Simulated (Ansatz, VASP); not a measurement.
## Two plane-wave programs on CdSe

```
Cd Se
1.0
     4.34072    0.00000    0.00000
    -2.17036    3.75918    0.00000
     0.00000    0.00000    7.07665
Cd Se
2 2
Direct
  0.33333 0.66667 0.99952
  0.66667 0.33333 0.49952
  0.33333 0.66667 0.37548
  0.66667 0.33333 0.87548
```

Alike in both runs: task single point; functional r2SCAN; k mesh 12 × 12 × 4; no spin polarisation.

|  | VASP | Ansatz |
| --- | --- | --- |
| version | VASP 6.6.1 | Ansatz 0.2.0 |
| potentials or method | VASP PAW PBE potentials, release 64 (Cd, Se) | plane waves, PAW |
| plane-wave cutoff (eV) | 520 | 500 |
| occupations | gaussian, width 0.01 eV | fixed |
| valence electrons in the cell | 36 | 72 |

```tsv
	VASP	Ansatz	Ansatz less VASP
gap on the k mesh at the Fermi level (eV)	1.09	1.11	+0.011
pressure (GPa)	0.2	0.0	-0.24
```

VASP's potentials were made for PBE, not for r2SCAN. VASP's potentials hold 36 valence electrons a cell and Ansatz's 72, so a difference there can come from the potentials and not from the codes.
